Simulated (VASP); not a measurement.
Wanted: the native input for a VASP 6.6.1 run.

| Item | Value |
| --- | --- |
| Task | single point |
| Functional | r2SCAN |
| Potentials or basis | VASP PAW PBE potentials, release 64 (Ca_sv, O) |
| Cutoff | 660 eV |
| k mesh | 6 × 6 × 6 |
| Occupations | methfessel-paxton, width 0.2 eV |
| Spin | no spin polarisation |
| Dipole correction | no |
| Further INCAR settings | ALGO = Normal; EDIFF = 1e-06; NBANDS = 15 |

CaO:

```
CELL_PARAMETERS angstrom
0.00000 2.60673 2.60673
2.60673 0.00000 2.60673
2.60673 2.60673 0.00000
ATOMIC_POSITIONS crystal
Ca 0.00000 0.00000 0.00000
O 0.25000 0.25000 0.25000
```

One way to write it, as run:

POSCAR

```
CaO
1.0
    0.0000000000      2.6067317416      2.6067317416
    2.6067317416      0.0000000000      2.6067317416
    2.6067317416      2.6067317416      0.0000000000
Ca O
1 1
Direct
    0.0000000000      0.0000000000      0.0000000000
    0.2500000000      0.2500000000      0.2500000000
```

INCAR.step1

```
SYSTEM = CaO
PREC = Accurate
ENCUT = 660
ISMEAR = 1
SIGMA = 0.2
LREAL = .False.
LASPH = .True.
NELM = 120
NBANDS = 15
GGA = PE
ALGO = Normal
EDIFF = 1E-5
LWAVE = .True.
LCHARG = .False.
GGA_COMPAT = .False.
```

INCAR.step2

```
SYSTEM = CaO
PREC = Accurate
ENCUT = 660
EDIFF = 1E-6
ISMEAR = 1
SIGMA = 0.2
LREAL = .False.
LASPH = .True.
NELM = 120
ALGO = Normal
ISIF = 2
LWAVE = .False.
LCHARG = .False.
METAGGA = R2SCAN
LMIXTAU = .True.
NBANDS = 15
ISTART = 1
GGA_COMPAT = .False.
```

KPOINTS

```
Automatic mesh
0
Gamma
  6 6 6
  0 0 0
```

Potentials or basis: VASP PAW PBE potentials, release 64 (Ca_sv, O).

Command:

```console
$ cat potpaw_PBE.64/Ca_sv/POTCAR potpaw_PBE.64/O/POTCAR > POTCAR
$ cp INCAR.step1 INCAR
$ mpirun -np 1 vasp_std > vasp.out
$ cp INCAR.step2 INCAR
$ mpirun -np 1 vasp_std > vasp.out
```

Results of the run:

The pressure is 0.7 GPa and the band gap on the k mesh is 3.74 eV (least direct gap 4.36 eV).

Caveat: the structure was generated, so it needn't be the stable form of CaO; the PAW data sets were made with another functional, which shifts forces and pressure a little.

It took 42 s on 1 thread of Intel(R) Xeon(R) Platinum 8488C (Sapphire Rapids) (shared host), peak memory 0.18 GiB.
